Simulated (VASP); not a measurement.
Zr2Zn2N3, 7 atoms in the cell. The structure is tetragonal, space group P4mm (No. 99). The conventional cell has a = 4.350 Å, b = 4.350 Å, c = 6.072 Å, α = 90.00°, β = 90.00°, γ = 90.00°. Within 3.2 Å of Zr (site symmetry 2mm) lie 6 N at 2.17 to 2.37 Å and 2 Zn at 2.97 to 3.10 Å and 4 Zr at 3.08 Å. Within 3.9 Å of Zn (site symmetry 2mm) lie 2 Zr at 2.97 to 3.10 Å and 8 N at 3.07 to 3.78 Å and 4 Zn at 3.08 Å. N (site symmetry 4mm) has 1 N at 1.48 Å within 2.0 Å. Within 2.0 Å of N (site symmetry 4mm) lie 1 N at 1.48 Å. Within 2.9 Å of N (site symmetry 4mm) lie 4 Zr at 2.17 Å. The cell was generated, and may not be a known phase.

```yaml
Program: VASP 6.6.1
Task: single point
Functional: PBE
Potentials_or_basis: VASP PAW PBE potentials, release 64 (Zr_sv, Zn, N)
Cutoff: 520 eV
k_mesh: 10 × 10 × 6
Occupations: gaussian, width 0.1 eV
Spin: no spin polarisation
Dipole_correction: no
Further_INCAR_settings: ALGO = Normal; EDIFF = 1e-06; NBANDS = 40
```

Potentials or basis: VASP PAW PBE potentials, release 64 (Zr_sv, Zn, N).

Launch:

```sh
$ cat potpaw_PBE.64/Zr_sv/POTCAR potpaw_PBE.64/Zn/POTCAR potpaw_PBE.64/N/POTCAR > POTCAR
$ mpirun -np 1 vasp_std > vasp.out
```

Hardware: 1 thread of Intel Xeon 8259CL, on a shared host.

Task: How long does it take, and how much memory?

Result: Wall time 15 min on 1 thread of Intel Xeon 8259CL (shared host), peak memory 0.42 GiB. Counts: scf iterations 15, k points 84.
